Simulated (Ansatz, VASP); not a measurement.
## Cu in VASP and in Ansatz

```
Cu
1.0
     0.00000    2.22245    1.32813
     2.22245    0.00000    1.32813
     2.22245    2.22245    0.00000
Cu
1
Direct
  0.00000 0.00000 0.00000
```

Alike in both runs: task single point; functional PBEsol; k mesh 24 × 24 × 24; occupations gaussian, width 0.15 eV; no spin polarisation.

```csv
,VASP,Ansatz
version,VASP 6.6.1,Ansatz 0.2.0
potentials or method,"VASP PAW PBE potentials, release 64 (Cu), cutoff 520 eV","scalar-relativistic, plane waves, PAW"
valence electrons in the cell,11,19
```

|  | VASP | Ansatz | Ansatz less VASP |
| --- | --- | --- | --- |
| gap on the k mesh at the Fermi level (eV) | none | none | - |
| pressure (GPa) | -14.8 | -15.9 | -1.16 |
| traceless stress, the component that is largest in VASP (GPa) | 1.39 | 1.36 | -0.029 |

VASP's potentials were made for PBE, not for PBEsol, and Ansatz warns of the same on its side. A gap of «none» marks a metal or a gap that the smearing closes. The functional is the same, so the differences come from potentials, cutoffs and numerics. VASP's potentials hold 11 valence electrons a cell and Ansatz's 19, so a difference there can come from the potentials and not from the codes.
